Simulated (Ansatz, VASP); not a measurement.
One calculation of Nb, two programs

Contents of INCAR:

```
PREC     = Accurate       # precision mode
ENCUT    = 600            # plane-wave cutoff, eV
EDIFF    = 1E-6           # SCF threshold, eV
ISMEAR   = -1             # smearing method
SIGMA    = 0.08           # smearing width, eV
LREAL    = F              # projectors in reciprocal space
LASPH    = T              # aspherical terms in the spheres
NELM     = 60             # most SCF steps
ALGO     = Normal         # electronic algorithm
ISIF     = 3              # what is computed and relaxed
LWAVE    = F              # write WAVECAR
LCHARG   = F              # write CHGCAR
GGA      = PE             # functional
IBRION   = 2              # ionic algorithm
NSW      = 60             # ionic steps
EDIFFG   = -0.005         # ionic threshold
```

Contents of KPOINTS:

```
regular mesh
0
Gamma
  17 17 9
```

The input POSCAR:

```
Nb
1.0
    2.9563926124      0.0000000000      0.0000000000
   -1.4781963062      2.5603111058      0.0000000000
    0.0000000000      0.0000000000      4.7893560320
Nb
2
Direct
    0.3333333333      0.6666666667      0.2500000000
    0.6666666667      0.3333333333      0.7500000000
```

Input for Ansatz:

```yaml
crystal:
  lattice:
    - [2.9563926124, 0.0, 0.0]
    - [-1.4781963062, 2.5603111058, 0.0]
    - [0.0, 0.0, 4.789356032]
  atoms:
    - { symbol: Nb, position: [0.3333333333, 0.6666666667, 0.25] }
    - { symbol: Nb, position: [0.6666666667, 0.3333333333, 0.75] }
kpoints:
  mp_grid: { grid: [17, 17, 9] }
scf:
  occupations: { method: fermi_dirac, width: 0.08 }
hamiltonian:
  xc: pbe
  pseudopotentials: { kind: paw }
output:
  forces: true
  stress: true
relax:
  f_tol: 0.005
  max_steps: 40
  cell: {}
```

Alike in both runs: task relaxation of cell and atoms; functional PBE; k mesh 17 × 17 × 9; occupations fermi-dirac, width 0.08 eV; no spin polarisation.

```csv
,VASP,Ansatz
version,VASP 6.6.1,Ansatz 0.2.0
potentials or method,"VASP PAW PBE potentials, release 64 (Nb_sv)","PAW with Ansatz's default frozen-core files, scalar-relativistic"
plane-wave cutoff (eV),600,420
valence electrons in the cell,26,26
```

VASP gave:

- relaxed volume (Å³/atom): 18.64
- relaxed cell length with the largest relative difference (Å): 5.238

Task: Estimate Ansatz's values.

Result: Relaxed volume (Å³/atom): 18.68; relaxed cell length with the largest relative difference (Å): 5.244.
